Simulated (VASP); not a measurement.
Here is a VASP 6.6.1 calculation.

File INCAR:

```
SYSTEM = HfSeS4
PREC     = Accurate       ! precision mode
ENCUT    = 520            ! plane-wave cutoff, eV
EDIFF    = 1E-7           ! SCF threshold, eV
ISMEAR   = 0              ! smearing method
SIGMA    = 0.1            ! smearing width, eV
LREAL    = .False.        ! projectors in reciprocal space
LASPH    = .True.         ! aspherical terms in the spheres
NELM     = 80             ! most SCF steps
ALGO     = Normal         ! electronic algorithm
ISIF     = 2              ! what is computed and relaxed
LWAVE    = .False.        ! write WAVECAR
LCHARG   = .True.         ! write CHGCAR
GGA      = PE             ! functional
LELF     = .True.         ! ELF
LVHAR    = .True.       
NBANDS   = 29             ! bands
```

Contents of KPOINTS:

```
Automatic mesh
0
Gamma
  10 10 10
  0 0 0
```

File POSCAR:

```
HfSeS4
1.0
    0.0000000000      3.7118212610      3.7118212610
    3.7118212610      0.0000000000      3.7118212610
    3.7118212610      3.7118212610      0.0000000000
Hf Se S
1 1 4
Direct
    0.2500000000      0.2500000000      0.2500000000
    0.0000000000      0.0000000000      0.0000000000
    0.6223813368      0.6223813368      0.1328559897
    0.6223813368      0.1328559897      0.6223813368
    0.1328559897      0.6223813368      0.6223813368
    0.6223813368      0.6223813368      0.6223813368
```

Potentials or basis: VASP PAW PBE potentials, release 64 (Hf_pv, Se, S).

Launch:

```console
$ cat potpaw_PBE.64/Hf_pv/POTCAR potpaw_PBE.64/Se/POTCAR potpaw_PBE.64/S/POTCAR > POTCAR
$ mpirun -np 1 vasp_std > vasp.out
```

(1) What does it give for the pressure?

(2) Estimate the band gap on the k mesh.

(3) Predict the largest force.

Answers

(1) -0.5 GPa.

(2) zero (band 20 reaches 8.52 eV, above the bottom of band 21 at 6.58 eV).

(3) 0.012 eV/Å.

Caveat: spin-orbit coupling is left out, which moves the levels of the heavy elements.
